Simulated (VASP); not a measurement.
Input of a VASP 6.6.1 run:

File INCAR:

```
ALGO     = Normal         # electronic algorithm
EDIFF    = 1E-6           # SCF threshold, eV
ENCUT    = 520            # plane-wave cutoff, eV
GGA      = PS             # functional
ISIF     = 2              # what is computed and relaxed
ISMEAR   = 0              # smearing method
LASPH    = T              # aspherical terms in the spheres
LCHARG   = F              # write CHGCAR
LREAL    = F              # projectors in reciprocal space
LWAVE    = F              # write WAVECAR
NBANDS   = 16             # bands
NELM     = 60             # most SCF steps
PREC     = Accurate       # precision mode
SIGMA    = 0.1            # smearing width, eV
```

KPOINTS

```
k-points
0
Gamma
  14 14 14
```

File POSCAR:

```
CoSi2
1.0
    0.0000000000      2.6562384320      2.6562384320
    2.6562384320      0.0000000000      2.6562384320
    2.6562384320      2.6562384320      0.0000000000
Co Si
1 2
Direct
    0.0000000000      0.0000000000      0.0000000000
    0.2500000000      0.2500000000      0.2500000000
    0.7500000000      0.7500000000      0.7500000000
```

Potentials or basis: VASP PAW PBE potentials, release 64 (Co, Si).

Command:

```bash
$ cat potpaw_PBE.64/Co/POTCAR potpaw_PBE.64/Si/POTCAR > POTCAR
$ mpirun -np 1 vasp_std > vasp.out
```

Task: Estimate the band gap on the k mesh.

Result: Zero (an odd number of electrons rules out a gap without spin polarisation).

Task: What does it give for the pressure?

Result: 0.0 GPa.

Caveat: the PAW data sets were made with another functional, which shifts forces and pressure a little; the run has no spin polarisation, though such a crystal can be magnetic. Spin polarisation is off, so any magnetic state and its effect on volume and gap are missing.
